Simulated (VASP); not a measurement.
# CdMo (Pm-3m) in VASP: a series of runs, part 2 of 2

VASP 6.6.1. Earlier steps stand in the parts before.

## (4) Single point, PBE

This run uses another cell than the first one, of 22.99 Å³/atom, 1.299 times its volume.

File INCAR:

```
  PREC = Accurate
  ENCUT = 520
  EDIFF = 1E-6
  ISMEAR = 0
  SIGMA = 0.1
  LREAL = False
  LASPH = True
  NELM = 100
  ALGO = Normal
  ISIF = 2
  LWAVE = False
  LCHARG = False
  GGA = PE
  NBANDS = 20
```

File KPOINTS:

```
regular mesh
0
Gamma
  6 6 6
```

File POSCAR:

```
CdMo
1.0
    3.5823673800      0.0000000000      0.0000000000
    0.0000000000      3.5823673800      0.0000000000
    0.0000000000      0.0000000000      3.5823673800
Cd Mo
1 1
Direct
    0.0000000000      0.0000000000      0.0000000000
    0.5000000000      0.5000000000      0.5000000000
```

Potentials or basis: VASP PAW PBE potentials, release 64 (Cd, Mo_sv).

Launch:

```console
> cat potpaw_PBE.64/Cd/POTCAR potpaw_PBE.64/Mo_sv/POTCAR > POTCAR
> mpirun -np 1 vasp_std > vasp.out
```

OUTCAR:

```text
PREC = Accurate
   ENCUT = 520
   EDIFF = 1E-6
   ISMEAR = 0
   LREAL = False
   LASPH = True
   NELM = 100
   ISIF = 2
   GGA = PE

 ion  position               nearest neighbor table
   1  0.000  0.000  0.000-   2 3.10   2 3.10   2 3.10   2 3.10   2 3.10   2 3.10   2 3.10   2 3.10

   2  0.500  0.500  0.500-   1 3.10   1 3.10   1 3.10   1 3.10   1 3.10   1 3.10   1 3.10   1 3.10

  LATTYP: Found a simple cubic cell.
 ALAT       =     3.5823673800

  Lattice vectors:

 A1 = (   3.5823673800,   0.0000000000,   0.0000000000)
 A2 = (   0.0000000000,   3.5823673800,   0.0000000000)
 A3 = (   0.0000000000,   0.0000000000,   3.5823673800)

Analysis of symmetry for initial positions (statically):
=====================================================================
 Subroutine PRICEL returns:
 Original cell was already a primitive cell.

 Routine SETGRP: Setting up the symmetry group for a
 simple cubic supercell.

 Subroutine GETGRP returns: Found 48 space group operations
 (whereof 48 operations were pure point group operations)
 out of a pool of 48 trial point group operations.

The static configuration has the point symmetry O_h .

Analysis of symmetry for dynamics (positions and initial velocities):
=====================================================================
 Subroutine PRICEL returns:
 Original cell was already a primitive cell.

 Routine SETGRP: Setting up the symmetry group for a
 simple cubic supercell.

 Subroutine GETGRP returns: Found 48 space group operations
 (whereof 48 operations were pure point group operations)
 out of a pool of 48 trial point group operations.

The dynamic configuration has the point symmetry O_h .

 Subroutine INISYM returns: Found 48 space group operations
 (whereof 48 operations are pure point group operations),
 and found     1 'primitive' translations

----------------------------------------------------------------------------------------

                                     Primitive cell

  volume of cell :      45.9738

  direct lattice vectors                    reciprocal lattice vectors
     3.582367380  0.000000000  0.000000000     0.279145016  0.000000000  0.000000000
     0.000000000  3.582367380  0.000000000     0.000000000  0.279145016  0.000000000
     0.000000000  0.000000000  3.582367380     0.000000000  0.000000000  0.279145016

  length of vectors
     3.582367380  3.582367380  3.582367380     0.279145016  0.279145016  0.279145016

  position of ions in fractional coordinates (direct lattice)
     0.000000000  0.000000000  0.000000000
     0.500000000  0.500000000  0.500000000

  ion indices of the primitive-cell ions
   primitive index   ion index
                 1           1
                 2           2

----------------------------------------------------------------------------------------

 KPOINTS: regular mesh

Automatic generation of k-mesh.
 Grid dimensions read from file:
 generate k-points for:    6    6    6

 Generating k-lattice:

  Cartesian coordinates                     Fractional coordinates (reciprocal lattice)
     0.046524169  0.000000000  0.000000000     0.166666667  0.000000000  0.000000000
     0.000000000  0.046524169  0.000000000     0.000000000  0.166666667  0.000000000
     0.000000000  0.000000000  0.046524169     0.000000000  0.000000000  0.166666667

  Length of vectors
     0.046524169  0.046524169  0.046524169

  Shift w.r.t. Gamma in fractional coordinates (k-lattice)
     0.000000000  0.000000000  0.000000000

 Subroutine IBZKPT returns following result:
 ===========================================

 Found     20 irreducible k-points:

 Following reciprocal coordinates:
            Coordinates               Weight
  0.000000  0.000000  0.000000      1.000000
  0.166667  0.000000  0.000000      6.000000
  0.333333  0.000000  0.000000      6.000000
  0.500000  0.000000  0.000000      3.000000
  0.166667  0.166667  0.000000     12.000000
  0.333333  0.166667  0.000000     24.000000
[... 12 lines left out ...]
  0.500000  0.500000  0.333333      6.000000
  0.500000  0.500000  0.500000      1.000000
   k-points           NKPTS =     20   k-points in BZ     NKDIM =     20   number of bands    NBANDS=     20
   number of dos      NEDOS =    301   number of ions     NIONS =      2
   total plane-waves  NPLWV =  21952
   dimension x,y,z NGX =    28 NGY =   28 NGZ =   28
   dimension x,y,z NGXF=    56 NGYF=   56 NGZF=   56
   ions per type =               1   1
   NGX,Y,Z   is equivalent  to a cutoff of  12.99, 12.99, 12.99 a.u.
   NGXF,Y,Z  is equivalent  to a cutoff of  25.99, 25.99, 25.99 a.u.
 SYSTEM =  unknown system
   PREC   = accura    normal or accurate (medium, high low for compatibility)
   ISTART =      0    job   : 0-new  1-cont  2-samecut
   ICHARG =      2    charge: 1-file 2-atom 10-const
   ISPIN  =      1    spin polarized calculation?
   LNONCOLLINEAR =      F non collinear calculations
   LSORBIT =      F    spin-orbit coupling
   LASPH  =      T    aspherical Exc in radial PAW
   ENCUT  =  520.0 eV  38.22 Ry    6.18 a.u.   6.66  6.66  6.66*2*pi/ulx,y,z
   NELM   =    100;   NELMIN=  2; NELMDL= -5     # of ELM steps
   EDIFF  = 0.1E-05   stopping-criterion for ELM
   LREAL  =      F    real-space projection
   EDIFFG = 0.1E-04   stopping-criterion for IOM
   NSW    =      0    number of steps for IOM
   IBRION =     -1    ionic relax: 0-MD 1-quasi-New 2-CG
   NFREE  =      0    steps in history (QN), initial steepest desc. (CG)
   ISIF   =      2    stress and relaxation
   ISYM   =      2    0-nonsym 1-usesym 2-fastsym
   POTIM  = 0.5000    time-step for ionic-motion
   TEBEG  =    0.0;   TEEND  =   0.0 temperature during run
   PSTRESS=    0.0 pullay stress
   NELECT =      26.0000    total number of electrons
   NUPDOWN=      -1.0000    fix difference up-down
   EMIN   =  10.00;   EMAX   =-10.00  energy-range for DOS
   EFERMI =   0.00;   METHOD = LEGACY
   ISMEAR =     0;   SIGMA  =   0.10  broadening in eV -4-tet -1-fermi 0-gaus
   EFERMI_NEDOS =   21; number of points for ismear=-14 and -15
   IALGO  =     38    algorithm
   IMIX   =      4    mixing-type and parameters
     AMIX     =   0.40;   BMIX     =  1.00
     AMIX_MAG =   1.60;   BMIX_MAG =  1.00
  volume/ion in A,a.u.               =      22.99       155.12
  Fermi-wavevector in a.u.,A,eV,Ry     =   1.353825  2.558358 24.937327  1.832842
  Thomas-Fermi vector in A             =   2.481048
   LORBIT       =      0    0 simple, 1 ext, 2 COOP (PROOUT), +10 PAW based schemes
   GGA     = PE    functional components
   LHFCALC =     F    Hartree Fock is set to
   AEXX    =    0.0000 exact exchange contribution
   IVDW    =     0    specifies the selected vdW correction
   LEPSILON=     F    determine dielectric tensor
   LRPA    =     F    only Hartree local field effects (RPA)
 non-spin polarized calculation
 Gauss-broadening in eV      SIGMA  =   0.10
  energy-cutoff  :      520.00
  volume of cell :       45.97
 maximum number of plane-waves:      1261
 NGX is ok and might be reduce to    28
   NGX = 13   NGY = 13   NGZ = 13

 number of electron      25.9999984 magnetization

 Free energy of the ion-electron system (eV)
  ---------------------------------------------------
  ext. energy  EPLUGINS =         0.00000000
  ---------------------------------------------------
  free energy    TOTEN  =        -9.15668525 eV

  energy without entropy =       -9.14153775  energy(sigma->0) =       -9.14911150

 E-fermi :   4.4459     XC(G=0): -11.0303

 val. band max:        4.4113655479   @ k =   0.3333   0.1667   0.0000
 cond. band min:       4.4632896030   @ k =   0.1667   0.1667   0.0000
 fundamental gap:      0.0519240551
 Fermi energy:         4.4459355151

 k-point     1 :       0.0000    0.0000    0.0000
  band No.  band energies     occupation
      1     -56.5951      2.00000
      2     -30.5934      2.00000
      3     -30.5934      2.00000
      4     -30.5934      2.00000
      5      -3.7773      2.00000
      6      -3.7773      2.00000
[... 12 lines left out ...]
     19      13.8361      0.00000
     20      16.1229      0.00000
[... 415 lines left out ...]
 k-point    20 :       0.5000    0.5000    0.5000
  band No.  band energies     occupation
      1     -56.5858      2.00000
      2     -30.6415      2.00000
      3     -30.6415      2.00000
      4     -30.6415      2.00000
      5      -3.6749      2.00000
      6      -3.6749      2.00000
[... 12 lines left out ...]
     19      11.0401      0.00000
     20      11.2572      0.00000

------------------------ aborting loop because EDIFF is reached ----------------------------------------

  FORCE on cell =-STRESS in cart. coord.  units (eV):
  Direction    XX          YY          ZZ          XY          YZ          ZX
  --------------------------------------------------------------------------------------
  -------------------------------------------------------------------------------------
  Total       -5.6529466     -5.6529466     -5.6529466      0.0000000      0.0000000      0.0000000
  in kB     -197.0040265   -197.0040265   -197.0040265      0.0000000      0.0000000      0.0000000
  external PRESSURE =    -197.0040265 kB  Pullay stress =       0.0000000 kB

 VOLUME and BASIS-vectors are now :
 -----------------------------------------------------------------------------
  energy-cutoff  :      520.00
  volume of cell :       45.97
      direct lattice vectors                 reciprocal lattice vectors
     3.582367380  0.000000000  0.000000000     0.279145016  0.000000000  0.000000000
     0.000000000  3.582367380  0.000000000     0.000000000  0.279145016  0.000000000
     0.000000000  0.000000000  3.582367380     0.000000000  0.000000000  0.279145016

 POSITION                                       TOTAL-FORCE (eV/Angst)
 -----------------------------------------------------------------------------------
      0.00000      0.00000      0.00000         0.000000      0.000000      0.000000
      1.79118      1.79118      1.79118         0.000000      0.000000      0.000000
 -----------------------------------------------------------------------------------
    total drift:                                0.000000      0.000000      0.000000

  FREE ENERGIE OF THE ION-ELECTRON SYSTEM (eV)
  ---------------------------------------------------
  free  energy   TOTEN  =        -9.1566852529 eV

  energy  without entropy=       -9.1415377531  energy(sigma->0) =       -9.14911150
```

It took 12 s on 1 thread of Intel Xeon Platinum 8259CL at 2.50GHz (Skylake/Cascade Lake), shared host; peak memory 0.16 GiB.

Results:

```yaml
Free_energy: -9.1567 eV
Pressure: -19.7 GPa
Band_gap_on_the_k_mesh: zero (band 13 reaches 5.94 eV, above the bottom of band 14 at 4.07 eV)
```

## (5) Overview

```tsv
task	cell	k mesh	cutoff (eV)	gap on the mesh (eV)	pressure (GPa)
single point	a = 3.283 Å, 2 atoms	16 × 16 × 16	520	none	1.0
relaxation of cell and atoms	relaxed from a = 3.283 Å, 2 atoms	16 × 16 × 16	600	none	0.0
single point	a = 3.582 Å, 2 atoms	6 × 6 × 6	520	none	-19.7
```

Alike in all rows: level PBE; potentials or basis VASP PAW PBE potentials, release 64 (Cd, Mo_sv); no spin polarisation; smearing gaussian 0.1 eV.

Absolute energies hang on the potentials; compare differences alone.
